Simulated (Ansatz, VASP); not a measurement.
## One calculation of TaN, two programs

File INCAR:

```
  PREC = Accurate
  ENCUT = 520
  EDIFF = 1E-6
  ISMEAR = 0
  SIGMA = 0.15
  LREAL = False
  LASPH = True
  NELM = 100
  ALGO = Normal
  ISIF = 2
  LWAVE = False
  LCHARG = False
  GGA = PS
  NBANDS = 15
```

Contents of KPOINTS:

```
regular mesh
0
Gamma
  20 20 20
```

The input POSCAR:

```
TaN
1.0
    0.0000000000      2.1874436400      2.1874436400
    2.1874436400      0.0000000000      2.1874436400
    2.1874436400      2.1874436400      0.0000000000
Ta N
1 1
Direct
    0.5000000000      0.5000000000      0.5000000000
    0.0000000000      0.0000000000      0.0000000000
```

Input for Ansatz:

```yaml
crystal:
  lattice:
    - [0.0, 2.18744364, 2.18744364]
    - [2.18744364, 0.0, 2.18744364]
    - [2.18744364, 2.18744364, 0.0]
  atoms:
    - { symbol: Ta, position: [0.5, 0.5, 0.5] }
    - { symbol: "N", position: [0.0, 0.0, 0.0] }
basis:
  ecutwfc: 520.0
kpoints:
  mp_grid: { grid: [20, 20, 20] }
hamiltonian:
  xc: pbesol
  pseudopotentials: { kind: paw, azcp: { folder: soft_1 } }
scf:
  occupations: { method: gaussian, width: 0.15 }
output:
  forces: true
  stress: true
  eigenvalues: true
  write_density: true
  write_potential: true
  elf: true
  volumetric_format: npy
```

Alike in both runs: task single point; functional PBEsol; k mesh 20 × 20 × 20; occupations gaussian, width 0.15 eV; no spin polarisation.

```csv
,VASP,Ansatz
version,VASP 6.6.1,Ansatz 0.2.0
potentials or method,"VASP PAW PBE potentials, release 64 (Ta_pv, N), cutoff 520 eV","scalar-relativistic, plane waves, PAW"
valence electrons in the cell,16,18
```

|  | VASP | Ansatz | Ansatz less VASP |
| --- | --- | --- | --- |
| gap on the k mesh at the Fermi level (eV) | none | none | - |
| pressure (GPa) | 1.2 | -0.1 | -1.26 |

VASP's potentials were made for PBE, not for PBEsol, and Ansatz warns of the same on its side. A gap of «none» marks a metal or a gap that the smearing closes. With one functional, cell and mesh, what is left measures potentials, basis and numerics. VASP's potentials hold 16 valence electrons a cell and Ansatz's 18, so a difference there can come from the potentials and not from the codes.

Neither program's run includes spin-orbit coupling.
